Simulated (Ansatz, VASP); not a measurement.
# One calculation of HfN, two programs

```
Hf N
1.0
     0.00000    2.25077    2.25077
     2.25077    0.00000    2.25077
     2.25077    2.25077    0.00000
Hf N
1 1
Direct
  0.00000 0.00000 0.00000
  0.50000 0.50000 0.50000
```

Alike in both runs: task single point; functional r2SCAN; k mesh 16 × 16 × 16; occupations gaussian, width 0.1 eV; no spin polarisation.

|  | VASP | Ansatz |
| --- | --- | --- |
| version | VASP 6.6.1 | Ansatz 0.2.0 |
| potentials or method | VASP PAW PBE potentials, release 64 (Hf_pv, N), cutoff 660 eV | scalar-relativistic, plane waves, PAW |
| valence electrons in the cell | 15 | 31 |

Ansatz gave:

* gap on the k mesh at the Fermi level (eV): none
* pressure (GPa): 4.6

Which values does VASP return?

gap on the k mesh at the Fermi level (eV): none; pressure (GPa): 1.9.

VASP's potentials were made for PBE, not for r2SCAN. A gap of «none» marks a metal or a gap that the smearing closes. With one functional, cell and mesh, what is left measures potentials, basis and numerics. VASP's potentials hold 15 valence electrons a cell and Ansatz's 31, so a difference there can come from the potentials and not from the codes.

Spin-orbit coupling is off throughout.
